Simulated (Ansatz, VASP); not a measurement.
Ba: VASP beside Ansatz

INCAR

```
PREC = Accurate ; ENCUT = 500
EDIFF = 1E-6 ; ISMEAR = -1
SIGMA = 0.025 ; LREAL = F
LASPH = T ; NELM = 120
ALGO = Normal ; ISIF = 2
LWAVE = F ; LCHARG = T
GGA = LIBXC ; LIBXC1 = GGA_X_RPBE
LIBXC2 = GGA_C_LYP ; LELF = T
LVHAR = T ; NBANDS = 11
GGA_COMPAT = F
```

KPOINTS

```
Automatic mesh
0
Gamma
  7 7 7
```

The input POSCAR:

```
Ba
1.0
    0.0000000000      3.1889749849      3.1889749849
    3.1889749849      0.0000000000      3.1889749849
    3.1889749849      3.1889749849      0.0000000000
Ba
1
Direct
    0.0000000000      0.0000000000      0.0000000000
```

The input input.yaml:

```yaml
crystal:
  lattice:
    - [0.0, 3.1889749849, 3.1889749849]
    - [3.1889749849, 0.0, 3.1889749849]
    - [3.1889749849, 3.1889749849, 0.0]
  atoms:
    - { symbol: Ba, position: [0.0, 0.0, 0.0] }
kpoints:
  mp_grid: { grid: [7, 7, 7] }
scf:
  occupations: { method: fermi_dirac, width: 0.025 }
hamiltonian:
  xc: { exchange: rpbe, correlation: lyp }
  pseudopotentials:
    kind: all_electron
    lapw: { basis_error: 0.001 }
    dirac_shells: { Ba: ["3p", "3d"] }
output:
  forces: true
  stress: true
  eigenvalues: true
```

Change from the starting cell: volume scaled by 0.96.

Alike in both runs: task single point; functional rpbe exchange, lyp correlation; k mesh 7 × 7 × 7; occupations fermi-dirac, width 0.025 eV; no spin polarisation.

```csv
,VASP,Ansatz
version,VASP 6.6.1,Ansatz 0.2.0
potentials or method,"VASP PAW PBE potentials, release 64 (Ba_sv), cutoff 500 eV","all-electron LAPW, inner shells corrected to Dirac's equation"
```

|  | VASP | Ansatz | Ansatz less VASP |
| --- | --- | --- | --- |
| gap on the k mesh at the Fermi level (eV) | none | none | - |
| pressure (GPa) | 1.1 | 1.1 | -0.05 |

VASP's potentials were made for PBE, not for rpbe exchange, lyp correlation. A gap of «none» marks a metal or a gap that the smearing closes. Ansatz ran all-electron here, and VASP with PAW potentials.

Neither program's run includes spin-orbit coupling.
